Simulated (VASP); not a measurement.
Input of a VASP 6.6.1 run:

File POSCAR:

```
MgO
1.0
    2.1022009521      2.1022009521      0.0000000000
   -2.1022009521      2.1022009521      0.0000000000
    0.0000000000      0.0000000000      4.2044019043
Mg O
2 2
Direct
    0.0000000000      0.0000000000      0.0000000000
    0.5000000000      0.5000000000      0.5000000000
    0.5000000000      0.5000000000      0.0000000000
    0.0000000000      0.0000000000      0.5000000000
```

Contents of INCAR.step1:

```
PREC = Accurate
ENCUT = 520
ISMEAR = 0
SIGMA = 0.02
LREAL = False
LASPH = True
NELM = 60
NBANDS = 16
GGA = PE
ALGO = Normal
EDIFF = 1E-4
LWAVE = True
LCHARG = False
```

INCAR.step2

```
PREC = Accurate
ENCUT = 520
EDIFF = 1E-6
ISMEAR = 0
SIGMA = 0.02
LREAL = False
LASPH = True
NELM = 60
ALGO = Normal
ISIF = 2
LWAVE = False
LCHARG = True
METAGGA = R2SCAN
LMIXTAU = True
LELF = True
LVHAR = True
NBANDS = 16
ISTART = 1
```

File KPOINTS:

```
Automatic mesh
0
Gamma
  8 8 6
```

Potentials or basis: VASP PAW PBE potentials, release 64 (Mg, O).

Command:

```console
$ cat potpaw_PBE.64/Mg/POTCAR potpaw_PBE.64/O/POTCAR > POTCAR
$ cp INCAR.step1 INCAR
$ mpirun -np 1 vasp_std > vasp.out
$ cp INCAR.step2 INCAR
$ mpirun -np 1 vasp_std > vasp.out
```

Problem. Predict the band gap on the k mesh.

Solution. 5.66 eV.

Problem. What does it give for the pressure?

Solution. -1.1 GPa.

Caveat: the PAW data sets were made with another functional, which shifts forces and pressure a little.
